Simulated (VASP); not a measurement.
The system is Zr.

```
CELL_PARAMETERS angstrom
5.71078 0.00000 0.00000
0.00000 5.71078 0.00000
0.00000 0.00000 5.71078
ATOMIC_POSITIONS crystal
Zr 0.00000 0.00000 0.00000
Zr 0.50000 0.50000 0.50000
Zr 0.25000 0.00000 0.50000
Zr 0.75000 0.00000 0.50000
Zr 0.50000 0.25000 0.00000
Zr 0.50000 0.75000 0.00000
Zr 0.00000 0.50000 0.25000
Zr 0.00000 0.50000 0.75000
```

- Program: VASP 6.6.1
- Task: relaxation of cell and atoms
- Functional: PBEsol
- Potentials or basis: VASP PAW PBE potentials, release 64 (Zr_sv)
- Cutoff: 600 eV
- k mesh: 5 × 5 × 5
- Occupations: fermi-dirac, width 0.1 eV
- Spin: no spin polarisation

At the start: pressure -4.4 GPa; volume 23.28 Å³/atom.

Task: Where does the relaxation end?

Result: Over 3 steps the energy falls by 17.2 meV/atom and the volume is 22.09 Å³/atom (-5.1 %); space group Pm-3n (No. 223, to 0.05 Å).

Step by step:
```
step  energy change (eV)  largest force (eV/Å)  pressure (GPa)  volume (Å³)
   1              0.0000                0.0000           -4.41       186.25
   2             -0.0505                0.0000            4.00       169.49
   3             -0.1373                0.0000           -0.03       176.68
```

Final structure:
```
CELL_PARAMETERS angstrom
5.61131 0.00000 0.00000
0.00000 5.61131 0.00000
0.00000 0.00000 5.61131
ATOMIC_POSITIONS crystal
Zr 0.00000 0.00000 0.00000
Zr 0.50000 0.50000 0.50000
Zr 0.25000 0.00000 0.50000
Zr 0.75000 0.00000 0.50000
Zr 0.50000 0.25000 0.00000
Zr 0.50000 0.75000 0.00000
Zr 0.00000 0.50000 0.25000
Zr 0.00000 0.50000 0.75000
```

Caveat: the PAW data sets were made with another functional, which shifts forces and pressure a little.
